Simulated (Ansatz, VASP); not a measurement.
# MgO: VASP beside Ansatz

```
Mg O
1.0
    -0.01054    2.10187    2.10187
     2.10187   -0.01054    2.10187
     2.10187    2.10187   -0.01054
Mg O
1 1
Direct
  0.00000 0.00000 0.00000
  0.50000 0.50000 0.50000
```

Change from the starting cell: equal xy, yz and zx engineering shears of -0.5 %.

Alike in both runs: task relaxation of the atoms; functional PBEsol; k mesh 10 × 10 × 10; no spin polarisation.

```csv
,VASP,Ansatz
version,VASP 6.6.1,Ansatz 0.2.0
potentials or method,"VASP PAW PBE potentials, release 64 (Mg, O), cutoff 520 eV","all-electron LAPW, scalar-relativistic"
occupations,"gaussian, width 0.01 eV",fixed
```

|  | VASP | Ansatz | Ansatz less VASP |
| --- | --- | --- | --- |
| gap on the k mesh at the Fermi level, each at its own relaxed structure (eV) | 4.58 | 4.58 | +0.002 |

VASP's potentials were made for PBE, not for PBEsol. Ansatz ran all-electron here, and VASP with PAW potentials.

Noted on VASP's run: the relaxation stopped at its first step, so nothing moved.
